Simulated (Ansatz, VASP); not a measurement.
**Sb in VASP and in Ansatz**

```
Sb
1.0
     4.02591    2.32436    3.20804
    -4.02591    2.32436    3.20804
     0.00000   -4.64873    3.20804
Sb
5
Direct
  0.29349 0.70651 0.00000
  0.00000 0.29349 0.70651
  0.70651 0.00000 0.29349
  0.23966 0.23966 0.23966
  0.76034 0.76034 0.76034
```

Alike in both runs: functional PBE; k mesh 6 × 6 × 6; occupations gaussian, width 0.1 eV; no spin polarisation.

Ansatz relaxed the structure, and its values are those at the end. VASP's run is a single point on that final structure, the one shown.

```csv
,VASP,Ansatz
version,VASP 6.6.1,Ansatz 0.2.0
potentials or method,"VASP PAW PBE potentials, release 64 (Sb), cutoff 520 eV","scalar-relativistic, plane waves, PAW"
valence electrons in the cell,25,75
```

|  | VASP | Ansatz | Ansatz less VASP |
| --- | --- | --- | --- |
| gap on the k mesh at the Fermi level (eV) | none | none | - |
| pressure (GPa) | 0.0 | 0.0 | +0.01 |
| rms of the force components (eV/Å) | 0.009 | 0.001 | -0.0079 |

A gap of «none» marks a metal or a gap that the smearing closes. With one functional, cell and mesh, what is left measures potentials, basis and numerics. VASP's potentials hold 25 valence electrons a cell and Ansatz's 75, so a difference there can come from the potentials and not from the codes.

Neither program's run includes spin-orbit coupling.
